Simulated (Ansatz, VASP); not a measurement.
Two plane-wave programs on Mo4C3

INCAR

```
SYSTEM = Mo4C3
  PREC = Accurate
  ENCUT = 600
  EDIFF = 1E-6
  ISMEAR = 0
  SIGMA = 0.1
  LREAL = .FALSE.
  LASPH = .TRUE.
  NELM = 100
  ALGO = Fast
  ISIF = 3
  LWAVE = .FALSE.
  LCHARG = .FALSE.
  GGA = PE
  IBRION = 2
  NSW = 100
  EDIFFG = -0.01
```

Contents of KPOINTS:

```
Automatic mesh
0
G
  8 8 8
  0 0 0
```

POSCAR

```
Mo4C3
1.0
    0.0000000000      4.3951286673      4.3951286673
    4.3951286673      0.0000000000      4.3951286673
    4.3951286673      4.3951286673      0.0000000000
Mo C
4 3
Direct
    0.1259356547      0.6221930358      0.1259356547
    0.1259356547      0.1259356547      0.1259356547
    0.6221930358      0.1259356547      0.1259356547
    0.1259356547      0.1259356547      0.6221930358
    0.2500000000      0.2500000000      0.2500000000
    0.5000000000      0.5000000000      0.5000000000
    0.0000000000      0.0000000000      0.0000000000
```

Input for Ansatz:

```yaml
crystal:
  lattice:
    - [0.0, 4.3951286673, 4.3951286673]
    - [4.3951286673, 0.0, 4.3951286673]
    - [4.3951286673, 4.3951286673, 0.0]
  atoms:
    - { symbol: Mo, position: [0.1259356547, 0.6221930358, 0.1259356547] }
    - { symbol: Mo, position: [0.1259356547, 0.1259356547, 0.1259356547] }
    - { symbol: Mo, position: [0.6221930358, 0.1259356547, 0.1259356547] }
    - { symbol: Mo, position: [0.1259356547, 0.1259356547, 0.6221930358] }
    - { symbol: C, position: [0.25, 0.25, 0.25] }
    - { symbol: C, position: [0.5, 0.5, 0.5] }
    - { symbol: C, position: [0.0, 0.0, 0.0] }
basis:
  ecutwfc: 420
kpoints:
  mp_grid: { grid: [8, 8, 8] }
hamiltonian:
  xc: pbe
scf:
  occupations: { method: gaussian, width: 0.1 }
output:
  forces: true
  stress: true
  eigenvalues: true
  write_density: true
  write_potential: true
  elf: true
  volumetric_format: npy
relax:
  adjacent_minimum: "off"
  f_tol: 0.01
  max_steps: 80
  cell: { stress_tol: 0.05 }
```

Alike in both runs: task relaxation of cell and atoms; functional PBE; k mesh 8 × 8 × 8; occupations gaussian, width 0.1 eV; no spin polarisation.

|  | VASP | Ansatz |
| --- | --- | --- |
| version | VASP 6.6.1 | Ansatz 0.2.0 |
| potentials or method | VASP PAW PBE potentials, release 64 (Mo_sv, C), cutoff 600 eV | scalar-relativistic, plane waves, PAW |
| valence electrons in the cell | 68 | 68 |

```tsv
	VASP	Ansatz	Ansatz less VASP
gap on the k mesh at the Fermi level, each at its own relaxed structure (eV)	none	none	-
relaxed volume (Å³/atom)	24.29	24.29	0.000
relaxed length of the cell vector where the two differ most in proportion (Å)	6.219	6.219	0.0000
```

A gap of «none» marks a metal or a gap that the smearing closes.
